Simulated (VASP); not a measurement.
Si: G0W0 quasiparticle levels with PBE

The system is Si.

```xyz
2
Lattice="0.0000 2.7221 2.7221 2.7221 0.0000 2.7221 2.7221 2.7221 0.0000" Properties=species:S:1:pos:R:3 pbc="T T T"
Si    0.0000    0.0000    0.0000
Si    1.3611    1.3611    1.3611
```

```yaml
Program: VASP 6.6.1
Task: G0W0 quasiparticle levels
Functional: PBE
Potentials_or_basis: VASP PAW PBE potentials, release 64 (Si_GW)
Cutoff: 500 eV
k_mesh: 6 × 6 × 6
Occupations: gaussian, width 0.01 eV
Spin: no spin polarisation
Dipole_correction: no
GW_scheme: G0W0
GW_iterations: 1
Cutoff_of_the_response_function: 80
Frequency_points: 96
Empty_bands: 65
Further_INCAR_settings: ALGO = EVGW0; EDIFF = 1e-08; NBANDS = 69
```

```yaml
Quasiparticle_gap: 1.09 eV
Least_direct_quasiparticle_gap: 3.10 eV
Band_gap_of_the_starting_levels_on_the_mesh: 0.72 eV
Least_direct_gap_of_the_starting_levels_on_the_mesh: 2.56 eV
```

Run time: 5.2 min on 1 thread of AMD EPYC 7R13 (shared host), peak memory 0.47 GiB.

Caveat: bands, screening cutoff and mesh are small and nothing is extrapolated, so the quasiparticle values aren't converged.
